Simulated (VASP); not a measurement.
Set up this calculation in VASP 6.6.1, as the native input.

| Item | Value |
| --- | --- |
| Task | single point |
| Functional | PBE |
| Dispersion | D3(BJ) |
| Potentials or basis | VASP PAW PBE potentials, release 64 (In_d, Sb) |
| Cutoff | 520 eV |
| k mesh | 14 × 14 × 14 |
| Occupations | gaussian, width 0.15 eV |
| Spin | no spin polarisation |
| Dipole correction | no |
| Further INCAR settings | ALGO = Fast; EDIFF = 1e-06; NBANDS = 16 |

The structure of InSb lies in POSCAR:

```
InSb
1.0
    3.9347886632      0.7444194768      0.7444194768
    0.7444194768      3.9347886632      0.7444194768
    0.7444194768      0.7444194768      3.9347886632
In Sb
1 1
Direct
    0.0000000000      0.0000000000      0.0000000000
    0.5000000000      0.5000000000      0.5000000000
```

This cell differs from its parent crystal: ratio of the length along [111] to the lengths across it x 1.7, volume and fractional coordinates fixed.

One way to write it, as run:

INCAR

```
  ALGO = Fast
  EDIFF = 1E-6
  ENCUT = 520
  GGA = PE
  ISIF = 2
  ISMEAR = 0
  IVDW = 12
  LASPH = T
  LCHARG = F
  LREAL = F
  LWAVE = F
  NBANDS = 16
  NELM = 60
  PREC = Accurate
  SIGMA = 0.15
```

KPOINTS

```
k-points
0
Gamma
  14 14 14
```

Potentials or basis: VASP PAW PBE potentials, release 64 (In_d, Sb).

Launch:

```console
$ cat potpaw_PBE.64/In_d/POTCAR potpaw_PBE.64/Sb/POTCAR > POTCAR
$ mpirun -np 1 vasp_std > vasp.out
```

Results of the run:

* Pressure: 0.0 GPa
* Band gap on the k mesh: zero (bands 9 and 10 overlap by 2.30 eV)
* Dispersion energy per atom: -0.415 eV

Caveat: spin-orbit coupling is left out, which moves the levels of the heavy elements.

It took 5.5 min on 1 thread of Oxide Virtual Turin-like Processor (shared host), peak memory 0.35 GiB.
